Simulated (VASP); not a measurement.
# Li (Im-3m) in VASP: settings compared, part 2 of 2

VASP 6.6.1. Earlier steps stand in the parts before.

### Step 5. Single point, PBE0+D3(BJ) (20.74 Å³/atom)

This run uses another cell than the first one, of 20.74 Å³/atom.

Input file POSCAR:

```
Li
1.0
   -1.7309356050      1.7309356050      1.7309356050
    1.7309356050     -1.7309356050      1.7309356050
    1.7309356050      1.7309356050     -1.7309356050
Li
1
Direct
    0.0000000000      0.0000000000      0.0000000000
```

Input file INCAR.step1:

```
PREC     = Accurate       # precision mode
ENCUT    = 650            # plane-wave cutoff, eV
EDIFF    = 1E-5           # SCF threshold, eV
ISMEAR   = -1             # smearing method
SIGMA    = 0.05           # smearing width, eV
LREAL    = False          # projectors in reciprocal space
LASPH    = True           # aspherical terms in the spheres
NELM     = 120            # most SCF steps
ALGO     = Normal         # electronic algorithm
ISIF     = 2              # what is computed and relaxed
LWAVE    = True           # write WAVECAR
NBANDS   = 8              # bands
GGA      = PE             # functional
GGA_COMPAT= False
```

Input file INCAR.step2:

```
PREC     = Accurate       # precision mode
ENCUT    = 650            # plane-wave cutoff, eV
EDIFF    = 1E-6           # SCF threshold, eV
ISMEAR   = -1             # smearing method
SIGMA    = 0.05           # smearing width, eV
LREAL    = False          # projectors in reciprocal space
LASPH    = True           # aspherical terms in the spheres
NELM     = 120            # most SCF steps
ALGO     = Normal         # electronic algorithm
ISIF     = 2              # what is computed and relaxed
LWAVE    = False          # write WAVECAR
LCHARG   = True           # write CHGCAR
GGA      = PE             # functional
LHFCALC  = True           # exact exchange
AEXX     = 0.25           # exact-exchange fraction
PRECFOCK = Normal       
IVDW     = 12             # dispersion correction
LELF     = True           # ELF
LVHAR    = True         
NBANDS   = 8              # bands
ISTART   = 1            
GGA_COMPAT= False
```

Input file KPOINTS:

```
regular mesh
0
Gamma
  7 7 7
```

Potentials or basis: VASP PAW PBE potentials, release 64 (Li_sv).

On the command line:

```bash
$ cat potpaw_PBE.64/Li_sv/POTCAR > POTCAR
$ cp INCAR.step1 INCAR
$ mpirun -np 1 vasp_std > vasp.out
$ cp INCAR.step2 INCAR
$ mpirun -np 1 vasp_std > vasp.out
```

OUTCAR:

```text
PREC = Accurate
   ENCUT = 650
   EDIFF = 1E-6
   ISMEAR = -1
   LREAL = False
   LASPH = True
   NELM = 120
   ISIF = 2
   GGA = PE
   LHFCALC = True
   AEXX = 0.25
   PRECFOCK = Normal
   IVDW = 12
   ISTART = 1
 IVDW          = 12

 ion  position               nearest neighbor table
   1  0.000  0.000  0.000-

  LATTYP: Found a body centered cubic cell.
[... 403 lines left out ...]
      3       7.2337      0.00000
      4       7.2337      0.00000
      5       9.4105      0.00000
      6      11.3724      0.00000
      7      15.1442      0.00000
      8      28.0273      0.00000

------------------------ aborting loop because EDIFF is reached ----------------------------------------

 Edisp (eV)   -0.17580

 E8    (eV) :    -0.0890

  FORCE on cell =-STRESS in cart. coord.  units (eV):
  Direction    XX          YY          ZZ          XY          YZ          ZX
  --------------------------------------------------------------------------------------
  -------------------------------------------------------------------------------------
  Total      -0.21157    -0.21157    -0.21157     0.00000     0.00000    -0.00000
  in kB     -16.34031   -16.34031   -16.34031     0.00000     0.00000    -0.00000
  external pressure =      -16.34 kB  Pullay stress =        0.00 kB

 VOLUME and BASIS-vectors are now :
 -----------------------------------------------------------------------------
  energy-cutoff  :      650.00
  volume of cell :       20.74
      direct lattice vectors                 reciprocal lattice vectors
    -1.730935605  1.730935605  1.730935605     0.000000000  0.288861121  0.288861121
     1.730935605 -1.730935605  1.730935605     0.288861121  0.000000000  0.288861121
     1.730935605  1.730935605 -1.730935605     0.288861121  0.288861121  0.000000000

 POSITION                                       TOTAL-FORCE (eV/Angst)
 -----------------------------------------------------------------------------------
      0.00000      0.00000      0.00000         0.000000      0.000000     -0.000000
 -----------------------------------------------------------------------------------
    total drift:                                0.000000     -0.000000      0.000000

  FREE ENERGIE OF THE ION-ELECTRON SYSTEM (eV)
  ---------------------------------------------------
  free  energy   TOTEN  =        -2.3277823076 eV

  energy  without entropy=       -2.3240064973  energy(sigma->0) =       -2.32589440
```

OUTCAR.step1:

```text
PREC = Accurate
   ENCUT = 650
   EDIFF = 1E-5
   ISMEAR = -1
   LREAL = False
[... 429 lines left out ...]

 POSITION                                       TOTAL-FORCE (eV/Angst)
 -----------------------------------------------------------------------------------
      0.00000      0.00000      0.00000        -0.000000      0.000000     -0.000000
 -----------------------------------------------------------------------------------
    total drift:                               -0.000000     -0.000000     -0.000000

  FREE ENERGIE OF THE ION-ELECTRON SYSTEM (eV)
  ---------------------------------------------------
  free  energy   TOTEN  =        -1.9076794273 eV

  energy  without entropy=       -1.9028312414  energy(sigma->0) =       -1.90525533
```

OSZICAR.step1:

```text
N       E                     dE             d eps       ncg     rms          rms(c)
DAV:   1     0.331460675937E+00    0.33146E+00   -0.83006E+02   320   0.305E+02
DAV:   2    -0.188831935025E+01   -0.22198E+01   -0.20653E+01   480   0.356E+01
DAV:   3    -0.190904054839E+01   -0.20721E-01   -0.20655E-01   368   0.355E+00
DAV:   4    -0.190935356923E+01   -0.31302E-03   -0.31302E-03   512   0.307E-01
DAV:   5    -0.190935452019E+01   -0.95096E-06   -0.95092E-06   368   0.159E-02    0.232E-01
DAV:   6    -0.190827051733E+01    0.10840E-02   -0.27755E-04   512   0.678E-02    0.131E-01
DAV:   7    -0.190767940278E+01    0.59111E-03   -0.65552E-04   480   0.101E-01    0.269E-02
DAV:   8    -0.190767942732E+01   -0.24536E-07   -0.55379E-06   344   0.178E-02
   1 F= -.19076794E+01 E0= -.19052553E+01  d E =-.484819E-02
```

It took 2.6 min on 1 thread of Intel Xeon Platinum 8488C (Sapphire Rapids), shared host; peak memory 0.17 GiB.

Results:

| Quantity | Value |
| --- | --- |
| Free energy | -2.3278 eV |
| Pressure | -1.6 GPa |
| Band gap on the k mesh | zero (an odd number of electrons rules out a gap without spin polarisation) |
| Dispersion energy per atom | -0.176 eV |

Levels at points of the mesh, in eV from the Fermi level:
| k point | band 1 | band 2 | band 3 | band 4 | band 5 | band 6 | band 7 |
| --- | --- | --- | --- | --- | --- | --- | --- |
| (0.00, 0.00, 0.00) | -50.52 | -4.65 | 15.76 | 15.76 | 15.76 | 20.35 | 20.35 |

Caveat: the k points lie up to 0.37 Å⁻¹ apart, too coarse for converged energies and pressures of a metal; three body term missing; the PAW data sets were made with another functional, which shifts forces and pressure a little.

### Step 6. Single point, PBE-based screened hybrid with 25 % exact exchange

Input file POSCAR:

```
Li
1.0
   -1.7546500000      1.7546500000      1.7546500000
    1.7546500000     -1.7546500000      1.7546500000
    1.7546500000      1.7546500000     -1.7546500000
Li
1
Direct
    0.0000000000      0.0000000000      0.0000000000
```

Input file INCAR.step1:

```
  PREC = Accurate
  ENCUT = 650
  EDIFF = 1E-5
  ISMEAR = -1
  SIGMA = 0.025
  LREAL = F
  LASPH = T
  NELM = 120
  ALGO = Normal
  ISIF = 2
  LWAVE = T
  LCHARG = F
  NBANDS = 8
  GGA = PE
  GGA_COMPAT = F
```

Input file INCAR.step2:

```
  PREC = Accurate
  ENCUT = 650
  EDIFF = 1E-6
  ISMEAR = -1
  SIGMA = 0.025
  LREAL = F
  LASPH = T
  NELM = 120
  ALGO = Normal
  ISIF = 2
  LWAVE = F
  LCHARG = F
  GGA = PE
  LHFCALC = T
  AEXX = 0.25
  HFSCREEN = 0.3
  PRECFOCK = Normal
  NBANDS = 8
  ISTART = 1
  GGA_COMPAT = F
```

Input file KPOINTS:

```
Automatic mesh
0
Gamma
  7 7 7
```

Potentials or basis: VASP PAW PBE potentials, release 64 (Li_sv).

On the command line:

```bash
$ cat potpaw_PBE.64/Li_sv/POTCAR > POTCAR
$ cp INCAR.step1 INCAR
$ mpirun -np 1 vasp_std > vasp.out
$ cp INCAR.step2 INCAR
$ mpirun -np 1 vasp_std > vasp.out
```

OUTCAR:

```text
PREC = Accurate
   ENCUT = 650
   EDIFF = 1E-6
   ISMEAR = -1
   LREAL = F
   LASPH = T
   NELM = 120
   ISIF = 2
   GGA = PE
   LHFCALC = T
   AEXX = 0.25
   HFSCREEN = 0.3
   PRECFOCK = Normal
   ISTART = 1

 ion  position               nearest neighbor table
   1  0.000  0.000  0.000-

  LATTYP: Found a body centered cubic cell.
 ALAT       =     3.5093000000

  Lattice vectors:

 A1 = (  -1.7546500000,   1.7546500000,   1.7546500000)
 A2 = (   1.7546500000,  -1.7546500000,   1.7546500000)
 A3 = (   1.7546500000,   1.7546500000,  -1.7546500000)

Analysis of symmetry for initial positions (statically):
=====================================================================
 Subroutine PRICEL returns:
 Original cell was already a primitive cell.

 Routine SETGRP: Setting up the symmetry group for a
 body centered cubic supercell.

 Subroutine GETGRP returns: Found 48 space group operations
 (whereof 48 operations were pure point group operations)
 out of a pool of 48 trial point group operations.

The static configuration has the point symmetry O_h .

Analysis of symmetry for dynamics (positions and initial velocities):
=====================================================================
 Subroutine PRICEL returns:
 Original cell was already a primitive cell.

 Routine SETGRP: Setting up the symmetry group for a
 body centered cubic supercell.

 Subroutine GETGRP returns: Found 48 space group operations
 (whereof 48 operations were pure point group operations)
 out of a pool of 48 trial point group operations.

The dynamic configuration has the point symmetry O_h .

 Subroutine INISYM returns: Found 48 space group operations
 (whereof 48 operations are pure point group operations),
[... 113 lines left out ...]
   LORBIT       =      0    0 simple, 1 ext, 2 COOP (PROOUT), +10 PAW based schemes
   GGA     = PE    functional components
   LHFCALC =     T    Hartree Fock is set to
   PRECFOCK=normal    Normal, Fast or Accurate (Low or Medium for compatibility)
   ENCUT4O =  -1.0   cutoff for four orbital integrals eV
   NKREDX  =     1    reduce k-point grid by
   NKREDY  =     1    reduce k-point grid by
   NKREDZ  =     1    reduce k-point grid by
   AEXX    =    0.2500 exact exchange contribution
   HFSCREEN=    0.3000 screening length (either q_TF or 0.3 A-1)
   HFSCREENC=   0.3000 screening length for correlation (either q_TF or 0.3 A-1)
   ENCUTFOCK=  -1.0 apply spherical cutoff to Coloumb kernel
   IVDW    =     0    specifies the selected vdW correction
   LEPSILON=     F    determine dielectric tensor
   LRPA    =     F    only Hartree local field effects (RPA)
 non-spin polarized calculation
  energy-cutoff  :      650.00
  volume of cell :       21.61
 maximum number of plane-waves:       829
 NGX is ok and might be reduce to    28
  NGX = 20; NGY = 20; NGZ = 20

 number of electron       2.9999999 magnetization

 Free energy of the ion-electron system (eV)
  ---------------------------------------------------
  ext. energy  EPLUGINS =         0.00000000
  ---------------------------------------------------
  free energy    TOTEN  =        -1.94037877 eV

  energy without entropy =       -1.93849259  energy(sigma->0) =       -1.93943568

 E-fermi :   0.4367     XC(G=0):  -5.9723

 val. band max:        0.4063552254   @ k =  -0.2857   0.4286   0.1429
 cond. band min:       0.6915874259   @ k =  -0.4286   0.4286   0.1429
 fundamental gap:      0.2852322006
 Fermi energy:         0.4366817484

 k-point     1 :       0.0000    0.0000    0.0000
  band No.  band energies     occupation
      1     -49.6643      2.00000
      2      -3.5772      2.00000
      3      15.1012      0.00000
      4      15.1012      0.00000
      5      15.1012      0.00000
      6      19.6414      0.00000
      7      19.6414      0.00000
      8      19.6414      0.00000
[... 199 lines left out ...]
 k-point    20 :      -0.4286    0.4286    0.4286
  band No.  band energies     occupation
      1     -49.6403      2.00000
      2       4.2971      0.00000
      3       6.4457      0.00000
      4       6.4457      0.00000
      5       8.5946      0.00000
      6      10.4805      0.00000
      7      13.9804      0.00000
      8      26.6523      0.00000

------------------------ aborting loop because EDIFF is reached ----------------------------------------

  FORCE on cell =-STRESS in cart. coord.  units (eV):
  Direction    XX          YY          ZZ          XY          YZ          ZX
  --------------------------------------------------------------------------------------
  -------------------------------------------------------------------------------------
  Total       -0.1051644     -0.1051644     -0.1051644      0.0000000     -0.0000000      0.0000000
  in kB       -7.7973640     -7.7973640     -7.7973640      0.0000000     -0.0000000      0.0000000
  external PRESSURE =      -7.7973640 kB  Pullay stress =       0.0000000 kB

 VOLUME and BASIS-vectors are now :
 -----------------------------------------------------------------------------
  energy-cutoff  :      650.00
  volume of cell :       21.61
      direct lattice vectors                 reciprocal lattice vectors
    -1.754650000  1.754650000  1.754650000     0.000000000  0.284957114  0.284957114
     1.754650000 -1.754650000  1.754650000     0.284957114  0.000000000  0.284957114
     1.754650000  1.754650000 -1.754650000     0.284957114  0.284957114  0.000000000

 POSITION                                       TOTAL-FORCE (eV/Angst)
 -----------------------------------------------------------------------------------
      0.00000      0.00000      0.00000        -0.000000      0.000000     -0.000000
 -----------------------------------------------------------------------------------
    total drift:                                0.000000     -0.000000      0.000000

  FREE ENERGIE OF THE ION-ELECTRON SYSTEM (eV)
  ---------------------------------------------------
  free  energy   TOTEN  =        -1.9403787698 eV

  energy  without entropy=       -1.9384925915  energy(sigma->0) =       -1.93943568
```

OSZICAR.step1:

```text
N       E                     dE             d eps       ncg     rms          rms(c)
DAV:   1     0.135336589770E+00    0.13534E+00   -0.77777E+02   328   0.291E+02
DAV:   2    -0.187018629057E+01   -0.20055E+01   -0.19828E+01   456   0.382E+01
DAV:   3    -0.190422455682E+01   -0.34038E-01   -0.34038E-01   392   0.356E+00
DAV:   4    -0.190452725225E+01   -0.30270E-03   -0.30270E-03   448   0.376E-01
DAV:   5    -0.190452983085E+01   -0.25786E-05   -0.25786E-05   384   0.253E-02    0.259E-01
DAV:   6    -0.190341916292E+01    0.11107E-02   -0.26158E-04   536   0.687E-02    0.147E-01
DAV:   7    -0.190278013898E+01    0.63902E-03   -0.61306E-04   504   0.100E-01    0.258E-02
DAV:   8    -0.190278102497E+01   -0.88599E-06   -0.59797E-06   344   0.181E-02
   1 F= -.19027810E+01 E0= -.19018347E+01  d E =-.189266E-02
```

It took 2.6 min on 1 thread of Intel Xeon Platinum 8488C (Sapphire Rapids), shared host; peak memory 0.26 GiB.

What came out:

```
Free energy            : -1.9404 eV
Pressure               : -0.8 GPa
Band gap on the k mesh : zero (an odd number of electrons rules out a gap without spin polarisation)
```

Caveat: the k points lie up to 0.36 Å⁻¹ apart, too coarse for converged energies and pressures of a metal; the PAW data sets were made with another functional, which shifts forces and pressure a little.

### Step 7. Overview

| task | level | spin | cell | k mesh | cutoff (eV) | smearing | dipole correction | grid for exact exchange (PRECFOCK) | share of exact exchange | tolerance level | purpose | gap on the mesh (eV) | pressure (GPa) |
| --- | --- | --- | --- | --- | --- | --- | --- | --- | --- | --- | --- | --- | --- |
| single point | PBE+D4 | collinear | a = 3.039 Å, angles 109.5°, 1 atom | 11 × 11 × 11 | 520 | fermi-dirac 0.01 eV | no | - | - | - | - | none | - |
| single point | r2SCAN50 | off | a = 3.039 Å, angles 109.5°, 1 atom | 8 × 8 × 8 | 520 | methfessel-paxton 0.005 eV | no | Normal | 0.5 | - | - | none | - |
| relaxation of cell and atoms | r2SCAN | off | relaxed from a = 3.099 Å, angles 109.5°, 1 atom | 14 × 14 × 14 | 1050 | methfessel-paxton 0.05 eV | - | - | - | standard | cell | none | 0.0 |
| single point | PBE0+D3(BJ) | off | a = 2.998 Å, angles 109.5°, 1 atom | 7 × 7 × 7 | 650 | fermi-dirac 0.05 eV | no | Normal | 0.25 | - | - | none | -1.6 |
| single point | PBE-based screened hybrid with 25 % exact exchange | off | a = 3.039 Å, angles 109.5°, 1 atom | 7 × 7 × 7 | 650 | fermi-dirac 0.025 eV | no | Normal | 0.25 | - | - | none | -0.8 |

Alike in all rows: potentials or basis VASP PAW PBE potentials, release 64 (Li_sv).

Caveats: some runs use coarse meshes; the PAW data sets were made with another functional, which shifts forces and pressure a little (at least some runs); the cutoff is under 1.25 times the usual one of these potentials, so pressure, stress and relaxed cells hold a basis-set (Pulay) error (at least some runs); three body term missing (at least some runs).

Absolute energies hang on the potentials; compare differences alone.
